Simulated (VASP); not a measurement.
# AlNi (P4/mmm) in VASP: a series of runs

The runs below take AlNi through single point, with PBEsol.

All numbers are computed with VASP 6.6.1; they aren't measurements. Logs are shortened: lines on timing, memory, paths and dates and some standing lists are left out, and cuts for length are marked.

## Step 1: The cell of the first run

The structure is tetragonal, space group P4/mmm (No. 123). The conventional cell has a = 2.716 Å, b = 2.716 Å, c = 2.869 Å, α = 90.00°, β = 90.00°, γ = 90.00°. Al (site symmetry 4/mmm) has 8 Ni at 2.40 Å and 6 Al at 2.72 to 2.87 Å within 3.2 Å. Ni (site symmetry 4/mmm) has 8 Al at 2.40 Å and 6 Ni at 2.72 to 2.87 Å within 3.2 Å.

## Step 2: Single point, PBEsol

INCAR

```
PREC = Accurate ; ENCUT = 520
EDIFF = 1E-6 ; ISMEAR = 0
SIGMA = 0.15 ; LREAL = F
LASPH = T ; NELM = 80
ALGO = Fast ; ISIF = 2
LWAVE = F ; LCHARG = F
GGA = PS ; NBANDS = 14
```

KPOINTS

```
regular mesh
0
Gamma
  16 16 16
```

POSCAR

```
AlNi
1.0
    1.9201739771     -1.9201229512      0.0000000000
    1.9201739771      1.9201229512      0.0000000000
    0.0000000000      0.0000000000      2.8688666979
Al Ni
1 1
Direct
    0.0000000000      0.0000000000      0.0000000000
    0.5000000000      0.5000000000      0.5000000000
```

Potentials or basis: VASP PAW PBE potentials, release 64 (Al, Ni).

The run is started by

```bash
$ cat potpaw_PBE.64/Al/POTCAR potpaw_PBE.64/Ni/POTCAR > POTCAR
$ mpirun -np 1 vasp_std > vasp.out
```

OUTCAR:

```text
PREC = Accurate
   ENCUT = 520
   EDIFF = 1E-6
   ISMEAR = 0
   LREAL = F
   LASPH = T
   NELM = 80
   ISIF = 2
   GGA = PS

 ion  position               nearest neighbor table
   1  0.000  0.000  0.000-   2 2.40   2 2.40   2 2.40   2 2.40   2 2.40   2 2.40   2 2.40   2 2.40

   2  0.500  0.500  0.500-   1 2.40   1 2.40   1 2.40   1 2.40   1 2.40   1 2.40   1 2.40   1 2.40

  LATTYP: Found a base centered orthorhombic cell.
 ALAT       =     3.8402459024
 B/A-ratio  =     1.0000265743
 C/A-ratio  =     0.7470528635

  Lattice vectors:

 A1 = (  -1.9201739771,  -1.9201229512,   0.0000000000)
 A2 = (   1.9201739771,  -1.9201229512,   0.0000000000)
 A3 = (   0.0000000000,   0.0000000000,   2.8688666979)

Analysis of symmetry for initial positions (statically):
=====================================================================
 Subroutine PRICEL returns:
 Original cell was already a primitive cell.

 Routine SETGRP: Setting up the symmetry group for a
 base centered orthorhombic supercell.

 Subroutine GETGRP returns: Found  8 space group operations
 (whereof  8 operations were pure point group operations)
 out of a pool of  8 trial point group operations.

The static configuration has the point symmetry D_2h.

Analysis of symmetry for dynamics (positions and initial velocities):
=====================================================================
 Subroutine PRICEL returns:
 Original cell was already a primitive cell.

 Routine SETGRP: Setting up the symmetry group for a
 base centered orthorhombic supercell.

 Subroutine GETGRP returns: Found  8 space group operations
 (whereof  8 operations were pure point group operations)
 out of a pool of  8 trial point group operations.

The dynamic configuration has the point symmetry D_2h.

 Subroutine INISYM returns: Found  8 space group operations
 (whereof  8 operations are pure point group operations),
 and found     1 'primitive' translations

----------------------------------------------------------------------------------------

                                     Primitive cell

  volume of cell :      21.1549

  direct lattice vectors                    reciprocal lattice vectors
     1.920173977 -1.920122951  0.000000000     0.260393072 -0.260399991  0.000000000
     1.920173977  1.920122951  0.000000000     0.260393072  0.260399991  0.000000000
     0.000000000  0.000000000  2.868866698     0.000000000  0.000000000  0.348569699

  length of vectors
     2.715500000  2.715500000  2.868866698     0.368256307  0.368256307  0.348569699

  position of ions in fractional coordinates (direct lattice)
     0.000000000  0.000000000  0.000000000
     0.500000000  0.500000000  0.500000000

  ion indices of the primitive-cell ions
   primitive index   ion index
                 1           1
                 2           2

----------------------------------------------------------------------------------------

 KPOINTS: regular mesh

Automatic generation of k-mesh.
 Grid dimensions read from file:
 generate k-points for:   16   16   16

 Generating k-lattice:

  Cartesian coordinates                     Fractional coordinates (reciprocal lattice)
     0.016274567 -0.016274999  0.000000000     0.062500000  0.000000000  0.000000000
     0.016274567  0.016274999  0.000000000     0.000000000  0.062500000  0.000000000
     0.000000000  0.000000000  0.021785606     0.000000000  0.000000000  0.062500000

  Length of vectors
     0.023016019  0.023016019  0.021785606

  Shift w.r.t. Gamma in fractional coordinates (k-lattice)
     0.000000000  0.000000000  0.000000000

 Subroutine IBZKPT returns following result:
 ===========================================

 Found    657 irreducible k-points:

 Following reciprocal coordinates:
            Coordinates               Weight
  0.000000  0.000000  0.000000      1.000000
  0.062500  0.000000  0.000000      4.000000
  0.125000  0.000000  0.000000      4.000000
  0.187500  0.000000  0.000000      4.000000
  0.250000  0.000000  0.000000      4.000000
  0.312500  0.000000  0.000000      4.000000
[... 16 lines left out ...]
 -0.125000  0.062500  0.000000      4.000000
 -0.062500  0.062500  0.000000      2.000000
 [... further k-points ...]
   k-points           NKPTS =    657   k-points in BZ     NKDIM =    657   number of bands    NBANDS=     14
   number of dos      NEDOS =    301   number of ions     NIONS =      2
   total plane-waves  NPLWV =   9600
   dimension x,y,z NGX =    20 NGY =   20 NGZ =   24
   dimension x,y,z NGXF=    40 NGYF=   40 NGZF=   48
   ions per type =               1   1
   NGX,Y,Z   is equivalent  to a cutoff of  12.24, 12.24, 13.91 a.u.
   NGXF,Y,Z  is equivalent  to a cutoff of  24.49, 24.49, 27.82 a.u.
 SYSTEM =  unknown system
   PREC   = accura    normal or accurate (medium, high low for compatibility)
   ISTART =      0    job   : 0-new  1-cont  2-samecut
   ICHARG =      2    charge: 1-file 2-atom 10-const
   ISPIN  =      1    spin polarized calculation?
   LNONCOLLINEAR =      F non collinear calculations
   LSORBIT =      F    spin-orbit coupling
   LASPH  =      T    aspherical Exc in radial PAW
   ENCUT  =  520.0 eV  38.22 Ry    6.18 a.u.   5.05  5.05  5.33*2*pi/ulx,y,z
   NELM   =     80;   NELMIN=  2; NELMDL= -5     # of ELM steps
   EDIFF  = 0.1E-05   stopping-criterion for ELM
   LREAL  =      F    real-space projection
   EDIFFG = 0.1E-04   stopping-criterion for IOM
   NSW    =      0    number of steps for IOM
   IBRION =     -1    ionic relax: 0-MD 1-quasi-New 2-CG
   NFREE  =      0    steps in history (QN), initial steepest desc. (CG)
   ISIF   =      2    stress and relaxation
   ISYM   =      2    0-nonsym 1-usesym 2-fastsym
   POTIM  = 0.5000    time-step for ionic-motion
   TEBEG  =    0.0;   TEEND  =   0.0 temperature during run
   PSTRESS=    0.0 pullay stress
   NELECT =      13.0000    total number of electrons
   NUPDOWN=      -1.0000    fix difference up-down
   EMIN   =  10.00;   EMAX   =-10.00  energy-range for DOS
   EFERMI =   0.00;   METHOD = LEGACY
   ISMEAR =     0;   SIGMA  =   0.15  broadening in eV -4-tet -1-fermi 0-gaus
   EFERMI_NEDOS =   21; number of points for ismear=-14 and -15
   IALGO  =     68    algorithm
   IMIX   =      4    mixing-type and parameters
     AMIX     =   0.40;   BMIX     =  1.00
     AMIX_MAG =   1.60;   BMIX_MAG =  1.00
  volume/ion in A,a.u.               =      10.58        71.38
  Fermi-wavevector in a.u.,A,eV,Ry     =   1.391829  2.630176 26.357051  1.937189
  Thomas-Fermi vector in A             =   2.515631
   LORBIT       =      0    0 simple, 1 ext, 2 COOP (PROOUT), +10 PAW based schemes
   GGA     = PS    functional components
   LHFCALC =     F    Hartree Fock is set to
   AEXX    =    0.0000 exact exchange contribution
   IVDW    =     0    specifies the selected vdW correction
   LEPSILON=     F    determine dielectric tensor
   LRPA    =     F    only Hartree local field effects (RPA)
 non-spin polarized calculation
 RMM-DIIS sequential band-by-band and
 Gauss-broadening in eV      SIGMA  =   0.15
  energy-cutoff  :      520.00
  volume of cell :       21.15
 maximum number of plane-waves:       588
   NGX = 11   NGY = 11   NGZ = 11

 number of electron      13.0000011 magnetization

 Free energy of the ion-electron system (eV)
  ---------------------------------------------------
  ext. energy  EPLUGINS =         0.00000000
  ---------------------------------------------------
  free energy    TOTEN  =       -11.42974861 eV

  energy without entropy =      -11.42034381  energy(sigma->0) =      -11.42504621

 E-fermi :  11.6023     XC(G=0): -12.7750

 val. band max:       11.5876258317   @ k =   0.1875   0.0000   0.3125
 cond. band min:      11.6168609178   @ k =  -0.3750   0.2500   0.0625
 fundamental gap:      0.0292350860
 Fermi energy:        11.6022765874

 k-point     1 :       0.0000    0.0000    0.0000
  band No.  band energies     occupation
      1      -0.4568      2.00000
      2       7.6840      2.00000
      3       7.7540      2.00000
      4       9.7383      2.00000
      5       9.7384      2.00000
      6       9.9128      2.00000
      7      16.2683      0.00000
      8      18.3787      0.00000
      9      18.3788      0.00000
     10      19.8192      0.00000
     11      20.3776      0.00000
     12      27.7757      0.00000
     13      33.5725      0.00000
     14      33.5733      0.00000

 k-point     2 :       0.0625    0.0000    0.0000
  band No.  band energies     occupation
      1      -0.3754      2.00000
      2       7.7024      2.00000
      3       7.7613      2.00000
      4       9.6900      2.00000
      5       9.7431      2.00000
      6       9.8761      2.00000
      7      16.3837      0.00000
      8      17.3533      0.00000
      9      18.4821      0.00000
     10      19.8953      0.00000
     11      21.2205      0.00000
     12      28.0733      0.00000
     13      32.5127      0.00000
     14      33.6075      0.00000

 k-point     3 :       0.1250    0.0000    0.0000
  band No.  band energies     occupation
      1      -0.1324      2.00000
      2       7.7279      2.00000
      3       7.7967      2.00000
      4       9.5582      2.00000
      5       9.7567      2.00000
      6       9.7746      2.00000
      7      15.7679      0.00000
      8      16.7169      0.00000
      9      18.7840      0.00000
     10      19.9128      0.00000
     11      22.4621      0.00000
     12      28.9784      0.00000
     13      30.8425      0.00000
     14      32.4368      0.00000
[... 324 lines left out ...]
 k-point    23 :      -0.1250    0.0625    0.0000
  band No.  band energies     occupation
      1      -0.0517      2.00000
      2       7.7501      2.00000
      3       7.8048      2.00000
      4       9.5602      2.00000
      5       9.7138      2.00000
      6       9.7319      2.00000
      7      15.8085      0.00000
      8      16.8297      0.00000
      9      17.7915      0.00000
     10      20.4256      0.00000
     11      22.9793      0.00000
     12      29.1739      0.00000
     13      30.8776      0.00000
     14      31.3762      0.00000

 k-point    24 :      -0.0625    0.0625    0.0000
  band No.  band energies     occupation
      1      -0.2942      2.00000
      2       7.7219      2.00000
      3       7.7688      2.00000
      4       9.6814      2.00000
      5       9.7089      2.00000
      6       9.8378      2.00000
      7      16.4983      0.00000
      8      17.2044      0.00000
      9      17.7155      0.00000
     10      20.2435      0.00000
     11      21.8080      0.00000
     12      28.3443      0.00000
     13      32.3582      0.00000
     14      32.8084      0.00000

 [... further k-points ...]
[... 5 lines left out ...]
  --------------------------------------------------------------------------------------
  -------------------------------------------------------------------------------------
  Total        3.2411244      3.2422716      2.5564296     -0.0000000      0.0000000      0.0000000
  in kB      245.4687963    245.5556827    193.6129643     -0.0000000      0.0000000      0.0000000
  external PRESSURE =     228.2124811 kB  Pullay stress =       0.0000000 kB

 VOLUME and BASIS-vectors are now :
 -----------------------------------------------------------------------------
  energy-cutoff  :      520.00
  volume of cell :       21.15
      direct lattice vectors                 reciprocal lattice vectors
     1.920173977 -1.920122951  0.000000000     0.260393072 -0.260399991  0.000000000
     1.920173977  1.920122951  0.000000000     0.260393072  0.260399991  0.000000000
     0.000000000  0.000000000  2.868866698     0.000000000  0.000000000  0.348569699

 POSITION                                       TOTAL-FORCE (eV/Angst)
 -----------------------------------------------------------------------------------
      0.00000      0.00000      0.00000        -0.000000     -0.000000      0.000000
      1.92017      0.00000      1.43443         0.000000      0.000000      0.000000
 -----------------------------------------------------------------------------------
    total drift:                                0.000000      0.000000      0.000000

  FREE ENERGIE OF THE ION-ELECTRON SYSTEM (eV)
  ---------------------------------------------------
  free  energy   TOTEN  =       -11.4297486106 eV

  energy  without entropy=      -11.4203438092  energy(sigma->0) =      -11.42504621
```

It took 1.7 min on 1 thread of Intel Xeon Platinum 8488C (Sapphire Rapids), shared host; peak memory 0.3 GiB.

What came out:

| Property | Result |
| --- | --- |
| Free energy | -11.4297 eV |
| Pressure | 22.8 GPa |

Caveat: the PAW data sets were made with another functional, which shifts forces and pressure a little. Spin polarisation is off, so any magnetic state and its effect on volume and gap are missing.

## Step 3: Single point, PBEsol

This run uses another cell than the first one, of 10.66 Å³/atom, 1.008 times its volume.

INCAR

```
SYSTEM = AlNi
  PREC = Accurate
  ENCUT = 520
  EDIFF = 1E-6
  ISMEAR = 0
  SIGMA = 0.15
  LREAL = .FALSE.
  LASPH = .TRUE.
  NELM = 100
  ALGO = Fast
  ISIF = 2
  LWAVE = .FALSE.
  LCHARG = .FALSE.
  GGA = PS
  NBANDS = 14
```

KPOINTS

```
regular mesh
0
G
  16 16 16
  0 0 0
```

POSCAR

```
AlNi
1.0
    1.9538327071     -1.9537807868      0.0000000000
    1.9538327071      1.9537807868      0.0000000000
    0.0000000000      0.0000000000      2.7924000000
Al Ni
1 1
Direct
    0.0000000000      0.0000000000      0.0000000000
    0.5000000000      0.5000000000      0.5000000000
```

Potentials or basis: VASP PAW PBE potentials, release 64 (Al, Ni).

The run is started by

```bash
$ cat potpaw_PBE.64/Al/POTCAR potpaw_PBE.64/Ni/POTCAR > POTCAR
$ mpirun -np 1 vasp_std > vasp.out
```

Run time: 95 s. Hardware: 1 thread of Intel Xeon Platinum 8488C (Sapphire Rapids), shared host; peak memory 0.31 GiB.

Results (log left out):

```
Free energy : -11.4651 eV
Pressure    : 20.5 GPa
```

Stress tensor (GPa, compression positive):
```
20.94  0.00  0.00
 0.00 20.95  0.00
 0.00  0.00 19.64
```

Levels at points of the mesh, in eV from the Fermi level:
```csv
k point,band 5,band 6,band 7,band 8,band 9,band 10
"(0.00, 0.00, 0.00)",-1.80,-1.77,5.74,6.15,6.15,8.48
"(0.50, 0.00, 0.00)",-2.59,-1.69,-0.68,8.41,10.33,10.71
"(0.50, 0.50, 0.00)",-2.47,-2.47,-1.15,1.75,3.15,13.43
"(0.00, 0.00, 0.50)",-2.59,-1.67,-0.77,8.42,10.67,10.67
"(0.50, 0.00, 0.50)",-2.42,-2.41,-1.18,1.65,3.04,13.71
"(0.50, 0.50, 0.50)",-1.12,1.86,1.89,1.89,4.79,4.96
```

Caveat: the PAW data sets were made with another functional, which shifts forces and pressure a little. Spin polarisation is off, so any magnetic state and its effect on volume and gap are missing.
